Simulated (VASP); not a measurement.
# Mn (Fd-3m) in VASP: further runs, part 2 of 2

VASP 6.6.1. The steps go on from the part before.

## (4) Single point, revPBE, collinear spin, antiferromagnetic start

This run uses another cell than the first one, of 18.14 Å³/atom, 1.087 times its volume.

Contents of INCAR:

```
SYSTEM = Mn
PREC = Accurate
ENCUT = 520
EDIFF = 1E-6
ISMEAR = -1
SIGMA = 0.05
LREAL = .FALSE.
LASPH = .TRUE.
NELM = 150
ALGO = Normal
ISIF = 2
LWAVE = .FALSE.
LCHARG = .FALSE.
ISPIN = 2
MAGMOM = 2.48 -2.48
LORBIT = 11
LMAXMIX = 4
GGA = RE
NBANDS = 24
```

Contents of KPOINTS:

```
regular mesh
0
G
  12 12 12
  0 0 0
```

Contents of POSCAR:

```
Mn
1.0
    0.0000000000      2.6277538810      2.6277538810
    2.6277538810      0.0000000000      2.6277538810
    2.6277538810      2.6277538810      0.0000000000
Mn
2
Direct
    0.1250000000      0.1250000000      0.1250000000
    0.8750000000      0.8750000000      0.8750000000
```

Potentials or basis: VASP PAW PBE potentials, release 64 (Mn_pv).

Run with:

```
cat potpaw_PBE.64/Mn_pv/POTCAR > POTCAR
mpirun -np 1 vasp_std > vasp.out
```

OUTCAR:

```text
SYSTEM = Mn
   PREC = Accurate
   ENCUT = 520
   EDIFF = 1E-6
   ISMEAR = -1
   LREAL = .FALSE.
   LASPH = .TRUE.
   NELM = 150
   ISIF = 2
   ISPIN = 2
   LORBIT = 11
   GGA = RE

 ion  position               nearest neighbor table
   1  0.125  0.125  0.125-   2 2.28   2 2.28   2 2.28   2 2.28
   2  0.875  0.875  0.875-   1 2.28   1 2.28   1 2.28   1 2.28

  LATTYP: Found a face centered cubic cell.
 ALAT       =     5.2555077620

  Lattice vectors:

 A1 = (   0.0000000000,   2.6277538810,   2.6277538810)
 A2 = (   2.6277538810,   0.0000000000,   2.6277538810)
 A3 = (   2.6277538810,   2.6277538810,   0.0000000000)

Analysis of symmetry for initial positions (statically):
=====================================================================
 Subroutine PRICEL returns:
 Original cell was already a primitive cell.

 Routine SETGRP: Setting up the symmetry group for a
 face centered cubic supercell.

 Subroutine GETGRP returns: Found 48 space group operations
 (whereof 12 operations were pure point group operations)
 out of a pool of 48 trial point group operations.

The static configuration has the point symmetry D_3d.
 The point group associated with its full space group is O_h .

Analysis of symmetry for dynamics (positions and initial velocities):
=====================================================================
 Subroutine PRICEL returns:
 Original cell was already a primitive cell.

 Routine SETGRP: Setting up the symmetry group for a
 face centered cubic supercell.

 Subroutine GETGRP returns: Found 48 space group operations
 (whereof 12 operations were pure point group operations)
 out of a pool of 48 trial point group operations.

The dynamic configuration has the point symmetry D_3d.
 The point group associated with its full space group is O_h .

Analysis of structural, dynamic, and magnetic symmetry:
=====================================================================
 Subroutine PRICEL returns:
 Original cell was already a primitive cell.

 Routine SETGRP: Setting up the symmetry group for a
 face centered cubic supercell.

 Subroutine GETGRP returns: Found 48 space group operations
 (whereof 12 operations were pure point group operations)
 out of a pool of 48 trial point group operations.

The overall configuration has the point symmetry D_3d.
 The point group associated with its full space group is O_h .

 Subroutine INISYM returns: Found 48 space group operations
 (whereof 12 operations are pure point group operations),
 and found     1 'primitive' translations

----------------------------------------------------------------------------------------

                                     Primitive cell

  volume of cell :      36.2898

  direct lattice vectors                    reciprocal lattice vectors
     0.000000000  2.627753881  2.627753881    -0.190276572  0.190276572  0.190276572
     2.627753881  0.000000000  2.627753881     0.190276572 -0.190276572  0.190276572
     2.627753881  2.627753881  0.000000000     0.190276572  0.190276572 -0.190276572

  length of vectors
     3.716205177  3.716205177  3.716205177     0.329568690  0.329568690  0.329568690

  position of ions in fractional coordinates (direct lattice)
     0.125000000  0.125000000  0.125000000
     0.875000000  0.875000000  0.875000000

  ion indices of the primitive-cell ions
   primitive index   ion index
                 1           1
                 2           2

----------------------------------------------------------------------------------------

 KPOINTS: regular mesh

[... 66 lines left out ...]
   NELM   =    150;   NELMIN=  2; NELMDL= -5     # of ELM steps
   EDIFF  = 0.1E-05   stopping-criterion for ELM
   LREAL  =      F    real-space projection
   EDIFFG = 0.1E-04   stopping-criterion for IOM
   NSW    =      0    number of steps for IOM
   IBRION =     -1    ionic relax: 0-MD 1-quasi-New 2-CG
   NFREE  =      0    steps in history (QN), initial steepest desc. (CG)
   ISIF   =      2    stress and relaxation
   ISYM   =      2    0-nonsym 1-usesym 2-fastsym
   POTIM  = 0.5000    time-step for ionic-motion
   TEBEG  =    0.0;   TEEND  =   0.0 temperature during run
   PSTRESS=    0.0 pullay stress
   NELECT =      26.0000    total number of electrons
   NUPDOWN=      -1.0000    fix difference up-down
   EMIN   =  10.00;   EMAX   =-10.00  energy-range for DOS
   EFERMI =   0.00;   METHOD = LEGACY
   ISMEAR =    -1;   SIGMA  =   0.05  broadening in eV -4-tet -1-fermi 0-gaus
   EFERMI_NEDOS =   21; number of points for ismear=-14 and -15
   IALGO  =     38    algorithm
   IMIX   =      4    mixing-type and parameters
     AMIX     =   0.40;   BMIX     =  1.00
     AMIX_MAG =   1.60;   BMIX_MAG =  1.00
  volume/ion in A,a.u.               =      18.14       122.45
  Fermi-wavevector in a.u.,A,eV,Ry     =   1.464889  2.768238 29.196723  2.145899
  Thomas-Fermi vector in A             =   2.580811
   LORBIT       =     11    0 simple, 1 ext, 2 COOP (PROOUT), +10 PAW based schemes
   GGA     = RE    functional components
   LHFCALC =     F    Hartree Fock is set to
   AEXX    =    0.0000 exact exchange contribution
   IVDW    =     0    specifies the selected vdW correction
   LEPSILON=     F    determine dielectric tensor
   LRPA    =     F    only Hartree local field effects (RPA)
 spin polarized calculation
  energy-cutoff  :      520.00
  volume of cell :       36.29
 maximum number of plane-waves:      1002
   NGX = 13   NGY = 13   NGZ = 13

 number of electron      25.9999975 magnetization      -0.0000000

 number of electron      25.9999975 magnetization       0.0000000

 Free energy of the ion-electron system (eV)
  ---------------------------------------------------
  ext. energy  EPLUGINS =         0.00000000
  ---------------------------------------------------
  free energy    TOTEN  =       -14.74237201 eV

  energy without entropy =      -14.73714121  energy(sigma->0) =      -14.73975661

 E-fermi :   5.2641     XC(G=0): -10.6829

 val. band max:        5.2631645318   @ k =   0.0833   0.0833   0.0000
 cond. band min:       5.3098734799   @ k =   0.0833   0.0000   0.0000
 fundamental gap:      0.0467089481
 Fermi energy:         5.2641047570

 spin component 1

 k-point     1 :       0.0000    0.0000    0.0000
  band No.  band energies     occupation
      1     -44.3720      1.00000
      2     -44.3720      1.00000
      3     -44.3720      1.00000
      4     -41.5532      1.00000
      5     -41.5532      1.00000
      6     -41.5532      1.00000
[... 637 lines left out ...]
     23      19.8848      0.00000
     24      22.2145      0.00000

 [... further k-points ...]

 spin component 2

 k-point     1 :       0.0000    0.0000    0.0000
  band No.  band energies     occupation
      1     -44.3720      1.00000
      2     -44.3720      1.00000
      3     -44.3720      1.00000
      4     -41.5532      1.00000
      5     -41.5532      1.00000
      6     -41.5532      1.00000
[... 637 lines left out ...]
     23      19.8848      0.00000
     24      22.2145      0.00000

 [... further k-points ...]

------------------------ aborting loop because EDIFF is reached ----------------------------------------

  FORCE on cell =-STRESS in cart. coord.  units (eV):
  Direction    XX          YY          ZZ          XY          YZ          ZX
  --------------------------------------------------------------------------------------
  -------------------------------------------------------------------------------------
  Total        0.0560350      0.0560350      0.0560350      0.0000000      0.0000000     -0.0000000
  in kB        2.4739211      2.4739211      2.4739211      0.0000000      0.0000000     -0.0000000
  external PRESSURE =       2.4739211 kB  Pullay stress =       0.0000000 kB

 VOLUME and BASIS-vectors are now :
 -----------------------------------------------------------------------------
  energy-cutoff  :      520.00
  volume of cell :       36.29
      direct lattice vectors                 reciprocal lattice vectors
     0.000000000  2.627753881  2.627753881    -0.190276572  0.190276572  0.190276572
     2.627753881  0.000000000  2.627753881     0.190276572 -0.190276572  0.190276572
     2.627753881  2.627753881  0.000000000     0.190276572  0.190276572 -0.190276572

 POSITION                                       TOTAL-FORCE (eV/Angst)
 -----------------------------------------------------------------------------------
      0.65694      0.65694      0.65694        -0.000000      0.000000      0.000000
      4.59857      4.59857      4.59857         0.000000     -0.000000     -0.000000
 -----------------------------------------------------------------------------------
    total drift:                                0.000000      0.000000     -0.000000

  FREE ENERGIE OF THE ION-ELECTRON SYSTEM (eV)
  ---------------------------------------------------
  free  energy   TOTEN  =       -14.7423720132 eV

  energy  without entropy=      -14.7371412138  energy(sigma->0) =      -14.73975661

 total charge

# of ion       s       p       d       tot
------------------------------------------
    1        0.446   6.213   5.106  11.765
    2        0.446   6.213   5.106  11.765
--------------------------------------------------
tot          0.892  12.426  10.213  23.531

 magnetization (x)

# of ion       s       p       d       tot
------------------------------------------
    1        0.071  -0.009   2.602   2.664
    2       -0.071   0.009  -2.602  -2.664
--------------------------------------------------
tot          0.000   0.000  -0.000  -0.000
```

OSZICAR:

```text
N       E                     dE             d eps       ncg     rms          rms(c)
DAV:   1     0.268450777123E+03    0.26845E+03   -0.15581E+04  6920   0.135E+03
DAV:   2    -0.544216382594E+01   -0.27389E+03   -0.26238E+03  7056   0.389E+02
DAV:   3    -0.158748276651E+02   -0.10433E+02   -0.10393E+02  8008   0.898E+01
DAV:   4    -0.160012245410E+02   -0.12640E+00   -0.12639E+00  7768   0.943E+00
DAV:   5    -0.160042485650E+02   -0.30240E-02   -0.30240E-02  8152   0.145E+00    0.116E+01
DAV:   6    -0.147968035777E+02    0.12074E+01   -0.74988E+00  7872   0.313E+01    0.748E+00
DAV:   7    -0.147157052846E+02    0.81098E-01   -0.79037E-01  7592   0.985E+00    0.275E+00
DAV:   8    -0.147347340399E+02   -0.19029E-01   -0.41797E-02  8280   0.115E+00    0.109E+00
DAV:   9    -0.147414434830E+02   -0.67094E-02   -0.86066E-02  7992   0.148E+00    0.365E-01
DAV:  10    -0.147421535677E+02   -0.71008E-03   -0.38386E-03  7360   0.562E-01    0.232E-01
DAV:  11    -0.147422838001E+02   -0.13023E-03   -0.20170E-03  8120   0.298E-01    0.132E-01
DAV:  12    -0.147423626243E+02   -0.78824E-04   -0.17510E-04  7456   0.136E-01    0.378E-02
DAV:  13    -0.147423729829E+02   -0.10359E-04   -0.18244E-05  8000   0.264E-02    0.978E-03
DAV:  14    -0.147423720132E+02    0.96976E-06   -0.24744E-06  5568   0.796E-03
   1 F= -.14742372E+02 E0= -.14739757E+02  d E =-.523080E-02  mag=     0.0000
```

stdout:

```text
POSCAR found type information on POSCAR Mn
 POSCAR found :  1 types and       2 ions
 scaLAPACK will be used
 -----------------------------------------------------------------------------
|                                                                             |
|                                                                             |
|     You enforced a specific xc type in the INCAR file but a different       |
|     I HOPE YOU KNOW WHAT YOU ARE DOING!                                     |
|                                                                             |
 -----------------------------------------------------------------------------

 LDA part: xc-table for (Slater+PW92), standard interpolation
 POSCAR, INCAR and KPOINTS ok, starting setup
 FFT: planning ... GRIDC
 FFT: planning ... GRID_SOFT
 FFT: planning ... GRID
 WAVECAR not read
 entering main loop
```

Run time: 75 s. Hardware: 1 thread of Intel Xeon Platinum 8488C (Sapphire Rapids), shared host; peak memory 0.22 GiB.

What came out:

```
Free energy                                           : -14.7424 eV
Pressure                                              : 0.2 GPa
Band gap on the k mesh                                : zero (filled and empty bands overlap)
Net moment                                            : 0.00 μB per cell
Site moments                                          : Mn +2.66, -2.66 μB
Valence electrons inside the program's atomic spheres : Mn 11.77
```

Caveat: the PAW data sets were made with another functional, which shifts forces and pressure a little.

## (5) Single point, revPBE, collinear spin, antiferromagnetic start (volume scaled by 1.04)

Contents of INCAR:

```
SYSTEM = Mn
PREC = Accurate
ENCUT = 520
EDIFF = 1E-7
ISMEAR = -1
SIGMA = 0.05
LREAL = .False.
LASPH = .True.
NELM = 150
ALGO = Normal
ISIF = 2
LWAVE = .False.
LCHARG = .False.
ISPIN = 2
MAGMOM = 2.48 -2.48
LORBIT = 11
LMAXMIX = 4
GGA = RE
NBANDS = 24
```

Contents of KPOINTS:

```
Automatic mesh
0
Gamma
  12 12 12
  0 0 0
```

Contents of POSCAR:

```
Mn
1.0
    0.0000000000      2.6623335555      2.6623335555
    2.6623335555      0.0000000000      2.6623335555
    2.6623335555      2.6623335555      0.0000000000
Mn
2
Direct
    0.1250000000      0.1250000000      0.1250000000
    0.8750000000      0.8750000000      0.8750000000
```

Run with:

```
cat potpaw_PBE.64/Mn_pv/POTCAR > POTCAR
mpirun -np 1 vasp_std > vasp.out
```

Wall time 87 s (1 thread of Intel Xeon Platinum 8488C (Sapphire Rapids), shared host); peak memory 0.22 GiB.

Results (log left out):

```
Free energy                                           : -14.7393 eV
Pressure                                              : -1.1 GPa
Band gap on the k mesh                                : zero (filled and empty bands overlap)
Net moment                                            : 0.00 μB per cell
Site moments                                          : Mn +2.82, -2.82 μB
Valence electrons inside the program's atomic spheres : Mn 11.72
```

Levels at points of the mesh, in eV from the Fermi level:
Spin up:
| k point | band 9 | band 10 | band 11 | band 12 | band 13 | band 14 | band 15 | band 16 | band 17 | band 18 |
| --- | --- | --- | --- | --- | --- | --- | --- | --- | --- | --- |
| (0.00, 0.00, 0.00) | -2.79 | -2.71 | -2.71 | -2.71 | 0.11 | 0.11 | 0.11 | 1.50 | 1.50 | 11.53 |
| (0.50, 0.00, 0.00) | -2.79 | -2.56 | -2.56 | -2.32 | -1.46 | 0.51 | 0.51 | 1.34 | 1.34 | 2.13 |
| (0.50, 0.50, 0.00) | -2.52 | -2.52 | -2.06 | -1.54 | -1.29 | 0.82 | 1.37 | 1.37 | 1.71 | 2.73 |
Spin down:
```
           k point  band 10  band 11  band 12  band 13  band 14  band 15  band 16  band 17
(0.00, 0.00, 0.00)    -2.71    -2.71    -2.71     0.11     0.11     0.11     1.50     1.50
(0.50, 0.00, 0.00)    -2.56    -2.56    -2.32    -1.46     0.51     0.51     1.34     1.34
(0.50, 0.50, 0.00)    -2.52    -2.06    -1.54    -1.29     0.82     1.37     1.37     1.71
```

Caveat: the cell differs from its parent crystal (volume scaled by 1.04); the PAW data sets were made with another functional, which shifts forces and pressure a little.

## (6) Overview

```csv
cell,gap on the mesh (eV),pressure (GPa),moment (μB)
"a = 3.614 Å, angles 60.0°, 2 atoms",none,4.6,0.00
"a = 3.666 Å, angles 60.0°, 2 atoms",none,2.1,0.00
"a = 3.716 Å, angles 60.0°, 2 atoms",none,0.2,0.00
"a = 3.765 Å, angles 60.0°, 2 atoms",none,-1.1,0.00
```

Alike in all rows: task single point; level revPBE; potentials or basis VASP PAW PBE potentials, release 64 (Mn_pv); spin collinear, antiferromagnetic start; k mesh 12 × 12 × 12; cutoff (eV) 520; smearing fermi-dirac 0.05 eV.

Caveats: the PAW data sets were made with another functional, which shifts forces and pressure a little.

Absolute energies hang on the potentials; compare differences alone.
